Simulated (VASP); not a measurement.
The system is Ag.

```xyz
1
Lattice="-1.6557 1.6557 1.6557 1.6557 -1.6557 1.6557 1.6557 1.6557 -1.6557" Properties=species:S:1:pos:R:3 pbc="T T T"
Ag    0.0000    0.0000    0.0000
```

- Program: VASP 6.6.1
- Task: relaxation of cell and atoms
- Functional: PBEsol
- Potentials or basis: VASP PAW PBE potentials, release 64 (Ag)
- Cutoff: 600 eV
- k mesh: 11 × 11 × 11
- Occupations: fermi-dirac, width 0.05 eV
- Spin: no spin polarisation

At the start: pressure -7.3 GPa; volume 18.15 Å³/atom.

Problem. Where does the relaxation end?

Solution. Over 7 steps the energy falls by 35.2 meV/atom and the volume is 16.76 Å³/atom (-7.7 %); space group Im-3m (No. 229, to 0.05 Å).

Step by step:
| step | energy change (eV) | largest force (eV/Å) | pressure (GPa) | volume (Å³) |
| --- | --- | --- | --- | --- |
| 1 | 0.0000 | 0.0000 | -7.33 | 18.15 |
| 2 | -0.0235 | 0.0000 | 5.91 | 16.06 |
| 3 | -0.0352 | 0.0000 | -0.53 | 16.76 |
| 4 | -0.0351 | 0.0000 | 0.44 | 16.70 |
| 5 | -0.0352 | 0.0000 | 0.25 | 16.73 |
| 6 | -0.0352 | 0.0000 | -0.15 | 16.78 |
| 7 | -0.0352 | 0.0000 | -0.06 | 16.76 |

Final structure:
```
Ag
1.0
    -1.61222    1.61222    1.61222
     1.61222   -1.61222    1.61222
     1.61222    1.61222   -1.61222
Ag
1
Direct
  0.00000 0.00000 0.00000
```

Caveat: the PAW data sets were made with another functional, which shifts forces and pressure a little.
